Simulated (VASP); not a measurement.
Write the native input for VASP 6.6.1 that does the following.

| Quantity | Value |
| --- | --- |
| Task | single point |
| Functional | LDA |
| Potentials or basis | VASP PAW LDA potentials, release 64 (Mg) |
| Cutoff | 520 eV |
| k mesh | 15 × 15 × 9 |
| Occupations | fermi-dirac, width 0.05 eV |
| Spin | no spin polarisation |
| Dipole correction | no |
| Further INCAR settings | ALGO = Normal; EDIFF = 1e-07; NBANDS = 9 |

The structure of Mg lies in POSCAR:

```
Mg
1.0
    3.0133802889      0.0000000000      0.0000000000
   -1.5066901444      2.6096638814      0.0000000000
    0.0000000000      0.0000000000      4.8351772861
Mg
2
Direct
    0.3333333333      0.6666666667      0.2500000000
    0.6666666667      0.3333333333      0.7500000000
```

This cell differs from its parent crystal: volume scaled by 0.88.

These files were run (other wordings do the same):

INCAR

```
SYSTEM = Mg
PREC = Accurate
ENCUT = 520
EDIFF = 1E-7
ISMEAR = -1
SIGMA = 0.05
LREAL = .FALSE.
LASPH = .TRUE.
NELM = 80
ALGO = Normal
ISIF = 2
LWAVE = .FALSE.
LCHARG = .TRUE.
GGA = CA
LELF = .TRUE.
LVHAR = .TRUE.
NBANDS = 9
```

KPOINTS

```
regular mesh
0
G
  15 15 9
  0 0 0
```

Potentials or basis: VASP PAW LDA potentials, release 64 (Mg).

The run is started by

```bash
$ cat potpaw_LDA.64/Mg/POTCAR > POTCAR
$ mpirun -np 1 vasp_std > vasp.out
```

It gave:

| Item | Value |
| --- | --- |
| Pressure | 6.2 GPa |
| Band gap on the k mesh | zero (band 2 reaches 4.46 eV, above the bottom of band 3 at 2.38 eV) |

Run time: 15 s on 1 thread of Intel(R) Xeon(R) 6975P-C (Granite Rapids) (shared host), peak memory 0.16 GiB.
